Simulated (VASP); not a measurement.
Write the native input for VASP 6.6.1 that does the following.

```yaml
Task: single point
Functional: PBE
Potentials_or_basis: VASP PAW PBE potentials, release 64 (Hf_pv, Cl)
Cutoff: 520 eV
k_mesh: 4 × 4 × 6
Occupations: gaussian, width 0.1 eV
Spin: no spin polarisation
Dipole_correction: no
Further_INCAR_settings: ALGO = Normal; EDIFF = 1e-06; NBANDS = 36
```

The structure of Hf2Cl lies in POSCAR:

```
Hf2Cl
1.0
    6.0770715852      0.0000000000      0.0000000000
    0.0000000000      6.0770715852      0.0000000000
    0.0000000000      0.0000000000      3.3283527517
Hf Cl
4 2
Direct
    0.2796923088      0.2796923088      0.0000000000
    0.2203076912      0.7796923088      0.5000000000
    0.7203076912      0.7203076912      0.0000000000
    0.7796923088      0.2203076912      0.5000000000
    0.0000000000      0.0000000000      0.0000000000
    0.5000000000      0.5000000000      0.5000000000
```

The input as run:

INCAR

```
PREC = Accurate
ENCUT = 520
EDIFF = 1E-6
ISMEAR = 0
SIGMA = 0.1
LREAL = False
LASPH = True
NELM = 80
ALGO = Normal
ISIF = 2
LWAVE = False
LCHARG = True
GGA = PE
LELF = True
LVHAR = True
NBANDS = 36
```

KPOINTS

```
regular mesh
0
Gamma
  4 4 6
```

Potentials or basis: VASP PAW PBE potentials, release 64 (Hf_pv, Cl).

Command:

```console
$ cat potpaw_PBE.64/Hf_pv/POTCAR potpaw_PBE.64/Cl/POTCAR > POTCAR
$ mpirun -np 1 vasp_std > vasp.out
```

It gave:

- Pressure: -0.3 GPa
- Largest force: 0.004 eV/Å
- Band gap on the k mesh: zero (bands 27 and 28 overlap by 1.44 eV)

Caveat: spin-orbit coupling is left out, which moves the levels of the heavy elements.

Run time: 3 min on 1 thread of Intel Xeon 8259CL, on a shared host, peak memory 0.29 GiB.
